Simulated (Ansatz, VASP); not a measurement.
**Ru: VASP beside Ansatz**

Contents of INCAR:

```
SYSTEM = Ru
PREC = Accurate
ENCUT = 520
EDIFF = 1E-7
ISMEAR = 0
SIGMA = 0.15
LREAL = .False.
LASPH = .True.
NELM = 60
ALGO = Fast
ISIF = 2
LWAVE = .False.
LCHARG = .False.
GGA = PE
NBANDS = 21
```

The input KPOINTS:

```
regular mesh
0
Gamma
  24 24 14
  0 0 0
```

Contents of POSCAR:

```
Ru
1.0
    2.7200250909      0.0000000000      0.0000000000
   -1.3600125454      2.3556108276      0.0000000000
    0.0000000000      0.0000000000      4.4041887339
Ru
2
Direct
    0.3333333333      0.6666666667      0.2500000000
    0.6666666667      0.3333333333      0.7500000000
```

Input for Ansatz:

```yaml
crystal:
  lattice:
    - [2.7200250909, 0.0, 0.0]
    - [-1.3600125454, 2.3556108276, 0.0]
    - [0.0, 0.0, 4.4041887339]
  atoms:
    - { symbol: Ru, position: [0.3333333333, 0.6666666667, 0.25] }
    - { symbol: Ru, position: [0.6666666667, 0.3333333333, 0.75] }
basis:
  ecutwfc: 420
kpoints:
  mp_grid: { grid: [24, 24, 14] }
hamiltonian:
  xc: pbe
scf:
  occupations: { method: gaussian, width: 0.15 }
output:
  forces: true
  stress: true
  eigenvalues: true
```

Change from the starting cell: strain +0.000 along x and y, +0.025 along z, atoms carried along.

Alike in both runs: task single point; functional PBE; k mesh 24 × 24 × 14; occupations gaussian, width 0.15 eV; no spin polarisation.

|  | VASP | Ansatz |
| --- | --- | --- |
| version | VASP 6.6.1 | Ansatz 0.2.0 |
| potentials or method | VASP PAW PBE potentials, release 64 (Ru_pv), cutoff 520 eV | scalar-relativistic, plane waves, PAW |
| valence electrons in the cell | 28 | 32 |

|  | VASP | Ansatz | Ansatz less VASP |
| --- | --- | --- | --- |
| gap on the k mesh at the Fermi level (eV) | none | none | - |
| pressure (GPa) | -7.4 | -7.3 | +0.11 |
| traceless stress, the component that is largest in VASP (GPa) | -7.38 | -7.40 | -0.019 |

A gap of «none» marks a metal or a gap that the smearing closes. VASP's potentials hold 28 valence electrons a cell and Ansatz's 32, so a difference there can come from the potentials and not from the codes.
